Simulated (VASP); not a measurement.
Ta: single point with PBEsol

The system is Ta.

```
Ta
1.0
     2.51398    0.00000    0.00000
     0.00000    2.51398    0.00000
     0.00000    0.00000    2.51398
Ta
1
Cartesian
  0.0000 0.0000 0.0000
```

This cell differs from its parent crystal: volume scaled by 0.8.

```json
{"Program": "VASP 6.6.1", "Task": "single point", "Functional": "PBEsol", "Potentials or basis": "VASP PAW PBE potentials, release 64 (Ta_pv)", "Cutoff": "520 eV", "k mesh": "14 × 14 × 14", "Occupations": "fermi-dirac, width 0.05 eV", "Spin": "no spin polarisation", "Dipole correction": "no", "Further INCAR settings": "ALGO = Normal; EDIFF = 1e-07; NBANDS = 12"}
```

```yaml
Pressure: 53.8 GPa
```

Levels at points of the mesh, in eV from the Fermi level:
```
           k point  band 2  band 3  band 4  band 5  band 6  band 7  band 8  band 9  band 10  band 11
(0.00, 0.00, 0.00)  -32.61  -32.61   -8.25   -3.80   -3.80    8.18    8.18    8.18    14.93    17.25
(0.50, 0.00, 0.00)  -32.37  -32.37   -4.16   -2.46    0.48    2.74    2.74    8.80    13.73    14.96
(0.50, 0.50, 0.00)  -34.73  -32.14   -5.88   -1.60    3.89    3.89    6.96    6.96    11.87    14.91
(0.50, 0.50, 0.50)  -34.38  -34.38   -3.67   -3.67   -3.67    7.33   12.32   12.32    14.92    15.85
```

Run time: 11 s on 1 thread of Intel Xeon 6975P-C, on a shared host, peak memory 0.14 GiB.

Caveat: the PAW data sets were made with another functional, which shifts forces and pressure a little; spin-orbit coupling is left out, which moves the levels of the heavy elements.
